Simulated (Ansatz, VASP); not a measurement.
**HgTe: VASP beside Ansatz**

File INCAR:

```
SYSTEM = HgTe
ALGO = Normal
EDIFF = 1E-6
EDIFFG = -0.005
ENCUT = 600
GGA = PE
IBRION = 2
ISIF = 3
ISMEAR = 0
LASPH = .TRUE.
LCHARG = .FALSE.
LREAL = .FALSE.
LWAVE = .FALSE.
NELM = 60
NSW = 100
PREC = Accurate
SIGMA = 0.1
```

The input KPOINTS:

```
k-points
0
G
  12 12 12
  0 0 0
```

Contents of POSCAR:

```
HgTe
1.0
    0.0000000000      3.3247980849      3.3247980849
    3.3247980849      0.0000000000      3.3247980849
    3.3247980849      3.3247980849      0.0000000000
Hg Te
1 1
Direct
    0.0000000000      0.0000000000      0.0000000000
    0.7500000000      0.7500000000      0.7500000000
```

Input for Ansatz:

```yaml
crystal:
  lattice:
    - [0.0, 3.3247980867, 3.3247980867]
    - [3.3247980867, 0.0, 3.3247980867]
    - [3.3247980867, 3.3247980867, 0.0]
  atoms:
    - { symbol: Hg, position: [0.0, 0.0, 0.0] }
    - { symbol: Te, position: [0.75, 0.75, 0.75] }
basis:
  ecutwfc: 420
kpoints:
  mp_grid: { grid: [12, 12, 12] }
hamiltonian:
  xc: pbe
scf:
  occupations: { method: gaussian, width: 0.1 }
output:
  forces: true
  stress: true
  eigenvalues: true
relax:
  adjacent_minimum: "off"
  f_tol: 0.005
  max_steps: 80
  cell: { stress_tol: 0.05 }
```

Alike in both runs: task relaxation of cell and atoms; functional PBE; k mesh 12 × 12 × 12; occupations gaussian, width 0.1 eV; no spin polarisation.

|  | VASP | Ansatz |
| --- | --- | --- |
| version | VASP 6.6.1 | Ansatz 0.2.0 |
| potentials or method | VASP PAW PBE potentials, release 64 (Hg, Te), cutoff 600 eV | scalar-relativistic, plane waves, PAW |
| valence electrons in the cell | 18 | 36 |

```csv
,VASP,Ansatz,Ansatz less VASP
"gap on the k mesh at the Fermi level, each at its own relaxed structure (eV)",none,none,-
relaxed volume (Å³/atom),36.86,36.75,-0.105
relaxed length of the cell vector where the two differ most in proportion (Å),4.706,4.702,-0.0045
```

A gap of «none» marks a metal or a gap that the smearing closes. VASP's potentials hold 18 valence electrons a cell and Ansatz's 36, so a difference there can come from the potentials and not from the codes.

Neither program's run includes spin-orbit coupling.
